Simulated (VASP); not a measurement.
# Sc3Ge5 (Im-3m) in VASP: a series of runs

The runs below take Sc3Ge5 through single point, with PBE.

All numbers are computed with VASP 6.6.1; they aren't measurements. Logs are shortened: lines on timing, memory, paths and dates and some standing lists are left out, and cuts for length are marked.

### Step 1. The cell of the first run

Symmetry: Im-3m, No. 229, cubic system. Conventional cell: a = 6.645 Å, b = 6.645 Å, c = 6.645 Å, α = 90.00°, β = 90.00°, γ = 90.00°. Sc (site symmetry 4/mmm) has 10 Ge at 2.88 to 3.32 Å and 4 Sc at 3.32 Å within 3.8 Å. Within 3.8 Å of Ge (site symmetry m-3m) lie 8 Ge at 2.88 Å and 6 Sc at 3.32 Å. Ge (site symmetry -3m) has 6 Sc at 2.88 Å and 8 Ge at 2.88 to 3.32 Å within 3.8 Å.

The cell was generated, and may not be a known phase.

### Step 2. Single point, PBE

Input file INCAR:

```
PREC = Accurate
ENCUT = 520
EDIFF = 1E-7
ISMEAR = 0
SIGMA = 0.1
LREAL = False
LASPH = True
NELM = 100
ALGO = Normal
ISIF = 2
LWAVE = False
LCHARG = True
GGA = PE
LELF = True
LVHAR = True
NBANDS = 62
```

Input file KPOINTS:

```
Automatic mesh
0
Gamma
  4 4 4
```

Input file POSCAR:

```
Sc3Ge5
1.0
   -3.3225569900      3.3225569900      3.3225569900
    3.3225569900     -3.3225569900      3.3225569900
    3.3225569900      3.3225569900     -3.3225569900
Sc Ge
3 5
Direct
    0.0000000000      0.5000000000      0.5000000000
    0.5000000000      0.5000000000      0.0000000000
    0.5000000000      0.0000000000      0.5000000000
    0.0000000000      0.0000000000      0.0000000000
    0.0000000000      0.0000000000      0.5000000000
    0.0000000000      0.5000000000      0.0000000000
    0.5000000000      0.0000000000      0.0000000000
    0.5000000000      0.5000000000      0.5000000000
```

Potentials or basis: VASP PAW PBE potentials, release 64 (Sc_sv, Ge_d).

Started as:

```
> cat potpaw_PBE.64/Sc_sv/POTCAR potpaw_PBE.64/Ge_d/POTCAR > POTCAR
> mpirun -np 1 vasp_std > vasp.out
```

OUTCAR:

```text
PREC = Accurate
   ENCUT = 520
   EDIFF = 1E-7
   ISMEAR = 0
   LREAL = False
   LASPH = True
   NELM = 100
   ISIF = 2
   GGA = PE

 ion  position               nearest neighbor table
   1  0.000  0.500  0.500-   5 2.88   6 2.88   7 2.88   8 2.88   6 2.88   5 2.88   8 2.88   7 2.88
                             2 3.32   2 3.32   3 3.32   3 3.32
   2  0.500  0.500  0.000-   5 2.88   6 2.88   7 2.88   8 2.88   8 2.88   7 2.88   6 2.88   5 2.88
                             3 3.32   1 3.32   1 3.32   3 3.32
   3  0.500  0.000  0.500-   5 2.88   6 2.88   7 2.88   8 2.88   7 2.88   8 2.88   5 2.88   6 2.88
                             2 3.32   1 3.32   1 3.32   2 3.32
   4  0.000  0.000  0.000-   5 2.88   6 2.88   7 2.88   8 2.88   5 2.88   6 2.88   7 2.88   8 2.88
[... 5 lines left out ...]
   7  0.500  0.000  0.000-   1 2.88   2 2.88   3 2.88   4 2.88   3 2.88   2 2.88   4 2.88   1 2.88

   8  0.500  0.500  0.500-   1 2.88   2 2.88   3 2.88   4 2.88   2 2.88   3 2.88   1 2.88   4 2.88

  LATTYP: Found a body centered cubic cell.
 ALAT       =     6.6451139800

  Lattice vectors:

 A1 = (  -3.3225569900,   3.3225569900,   3.3225569900)
 A2 = (   3.3225569900,  -3.3225569900,   3.3225569900)
 A3 = (   3.3225569900,   3.3225569900,  -3.3225569900)

Analysis of symmetry for initial positions (statically):
=====================================================================
 Subroutine PRICEL returns:
 Original cell was already a primitive cell.

 Routine SETGRP: Setting up the symmetry group for a
 body centered cubic supercell.

 Subroutine GETGRP returns: Found 48 space group operations
 (whereof 48 operations were pure point group operations)
 out of a pool of 48 trial point group operations.

The static configuration has the point symmetry O_h .

Analysis of symmetry for dynamics (positions and initial velocities):
=====================================================================
 Subroutine PRICEL returns:
 Original cell was already a primitive cell.

 Routine SETGRP: Setting up the symmetry group for a
 body centered cubic supercell.

 Subroutine GETGRP returns: Found 48 space group operations
 (whereof 48 operations were pure point group operations)
 out of a pool of 48 trial point group operations.

The dynamic configuration has the point symmetry O_h .

 Subroutine INISYM returns: Found 48 space group operations
 (whereof 48 operations are pure point group operations),
 and found     1 'primitive' translations

[... 93 lines left out ...]
   IBRION =     -1    ionic relax: 0-MD 1-quasi-New 2-CG
   NFREE  =      0    steps in history (QN), initial steepest desc. (CG)
   ISIF   =      2    stress and relaxation
   ISYM   =      2    0-nonsym 1-usesym 2-fastsym
   POTIM  = 0.5000    time-step for ionic-motion
   TEBEG  =    0.0;   TEEND  =   0.0 temperature during run
   PSTRESS=    0.0 pullay stress
   NELECT =     103.0000    total number of electrons
   NUPDOWN=      -1.0000    fix difference up-down
   EMIN   =  10.00;   EMAX   =-10.00  energy-range for DOS
   EFERMI =   0.00;   METHOD = LEGACY
   ISMEAR =     0;   SIGMA  =   0.10  broadening in eV -4-tet -1-fermi 0-gaus
   EFERMI_NEDOS =   21; number of points for ismear=-14 and -15
   IALGO  =     38    algorithm
   IMIX   =      4    mixing-type and parameters
     AMIX     =   0.40;   BMIX     =  1.00
     AMIX_MAG =   1.60;   BMIX_MAG =  1.00
  volume/ion in A,a.u.               =      18.34       123.76
  Fermi-wavevector in a.u.,A,eV,Ry     =   1.454995  2.749542 28.803672  2.117010
  Thomas-Fermi vector in A             =   2.572081
   LORBIT       =      0    0 simple, 1 ext, 2 COOP (PROOUT), +10 PAW based schemes
   GGA     = PE    functional components
   LHFCALC =     F    Hartree Fock is set to
   AEXX    =    0.0000 exact exchange contribution
   IVDW    =     0    specifies the selected vdW correction
   LEPSILON=     F    determine dielectric tensor
   LRPA    =     F    only Hartree local field effects (RPA)
 non-spin polarized calculation
 Gauss-broadening in eV      SIGMA  =   0.10
  energy-cutoff  :      520.00
  volume of cell :      146.72
 maximum number of plane-waves:      3997
 NGX is ok and might be reduce to    48
   NGX = 21   NGY = 21   NGZ = 21

 number of electron     103.0000071 magnetization

 Free energy of the ion-electron system (eV)
  ---------------------------------------------------
  ext. energy  EPLUGINS =         0.00000000
  ---------------------------------------------------
  free energy    TOTEN  =       -44.70097131 eV

  energy without entropy =      -44.67853331  energy(sigma->0) =      -44.68975231

 E-fermi :   6.7803     XC(G=0): -11.3110

 val. band max:        6.6837869986   @ k =   0.5000   0.5000   0.5000
 cond. band min:       6.8235322553   @ k =   0.5000   0.5000   0.5000
 fundamental gap:      0.1397452567
 Fermi energy:         6.7802719989

 k-point     1 :       0.0000    0.0000    0.0000
  band No.  band energies     occupation
      1     -42.8910      2.00000
      2     -42.8651      2.00000
      3     -42.8651      2.00000
      4     -21.6356      2.00000
      5     -21.6356      2.00000
      6     -21.6356      2.00000
[... 509 lines left out ...]
     61      10.4037      0.00000
     62      10.4044      0.00000

------------------------ aborting loop because EDIFF is reached ----------------------------------------

  FORCE on cell =-STRESS in cart. coord.  units (eV):
  Direction    XX          YY          ZZ          XY          YZ          ZX
  --------------------------------------------------------------------------------------
  -------------------------------------------------------------------------------------
  Total        2.6219995      2.6219995      2.6219995     -0.0000000     -0.0000000     -0.0000000
  in kB       28.6329362     28.6329362     28.6329362     -0.0000000     -0.0000000     -0.0000000
  external PRESSURE =      28.6329362 kB  Pullay stress =       0.0000000 kB

 VOLUME and BASIS-vectors are now :
 -----------------------------------------------------------------------------
  energy-cutoff  :      520.00
  volume of cell :      146.72
      direct lattice vectors                 reciprocal lattice vectors
    -3.322556990  3.322556990  3.322556990     0.000000000  0.150486508  0.150486508
     3.322556990 -3.322556990  3.322556990     0.150486508  0.000000000  0.150486508
     3.322556990  3.322556990 -3.322556990     0.150486508  0.150486508  0.000000000

 POSITION                                       TOTAL-FORCE (eV/Angst)
 -----------------------------------------------------------------------------------
      3.32256      0.00000      0.00000        -0.000000      0.000000      0.000000
      0.00000      0.00000      3.32256         0.000000      0.000000      0.000000
      0.00000      3.32256      0.00000         0.000000     -0.000000      0.000000
      0.00000      0.00000      0.00000         0.000000     -0.000000      0.000000
      1.66128      1.66128     -1.66128        -0.000000     -0.000000     -0.000000
      1.66128     -1.66128      1.66128         0.000000      0.000000     -0.000000
     -1.66128      1.66128      1.66128        -0.000000     -0.000000      0.000000
      1.66128      1.66128      1.66128        -0.000000      0.000000     -0.000000
 -----------------------------------------------------------------------------------
    total drift:                                0.000000      0.000000     -0.000000

  FREE ENERGIE OF THE ION-ELECTRON SYSTEM (eV)
  ---------------------------------------------------
  free  energy   TOTEN  =       -44.7009713118 eV

  energy  without entropy=      -44.6785333113  energy(sigma->0) =      -44.68975231
```

Wall time 4.1 min (1 thread of AMD EPYC 7R13, shared host); peak memory 0.3 GiB.

What came out:

```yaml
Free_energy: -44.7010 eV
Pressure: 2.9 GPa
Band_gap_on_the_k_mesh: zero (an odd number of electrons rules out a gap without spin polarisation)
```

### Step 3. Single point, PBE, collinear spin

Input file INCAR:

```
SYSTEM = Sc3Ge5
  ALGO = Normal
  EDIFF = 1E-7
  ENCUT = 520
  GGA = PE
  ISIF = 2
  ISMEAR = 0
  ISPIN = 2
  LASPH = .TRUE.
  LCHARG = .FALSE.
  LMAXMIX = 4
  LORBIT = 11
  LREAL = .FALSE.
  LWAVE = .FALSE.
  MAGMOM = 1 1 1 0 0 0 0 0
  NBANDS = 66
  NELM = 150
  PREC = Accurate
  SIGMA = 0.1
```

Input file KPOINTS:

```
k-points
0
G
  4 4 4
  0 0 0
```

POSCAR is that of step 2.

Potentials or basis: VASP PAW PBE potentials, release 64 (Sc_sv, Ge_d).

Started as:

```
> cat potpaw_PBE.64/Sc_sv/POTCAR potpaw_PBE.64/Ge_d/POTCAR > POTCAR
> mpirun -np 1 vasp_std > vasp.out
```

It took 7.2 min on 1 thread of AMD EPYC 7R13, shared host; peak memory 0.42 GiB.

Results (log left out):

```
Free energy                                           : -44.7010 eV
Pressure                                              : 2.8 GPa
Net moment                                            : 0.00 μB per cell
Valence electrons inside the program's atomic spheres : Sc 9.47; Ge 12.26, 12.34 (each value once)
```

Levels at points of the mesh, in eV from the Fermi level:
Spin up:
```
           k point  band 49  band 50  band 51  band 52  band 53  band 54
(0.00, 0.00, 0.00)    -0.75    -0.75     0.59     0.59     1.30     1.30
(0.50, 0.00, 0.00)    -1.70    -1.57    -0.58     0.05     0.45     0.57
(0.50, 0.50, 0.50)    -0.10    -0.10     0.04     0.41     0.47     0.47
```
Spin down:
```
           k point  band 47  band 48  band 49  band 50  band 51  band 52  band 53  band 54  band 55  band 56
(0.00, 0.00, 0.00)    -3.18    -3.18    -0.75    -0.75     0.59     0.59     1.30     1.30     1.30     1.41
(0.50, 0.00, 0.00)    -2.34    -2.01    -1.70    -1.57    -0.58     0.05     0.45     0.57     0.61     1.16
(0.50, 0.50, 0.50)    -3.48    -0.10    -0.10    -0.10     0.04     0.41     0.47     0.47     0.47     0.94
```

The gap in the log of VASP goes by the Fermi energy; the results here count the filled bands.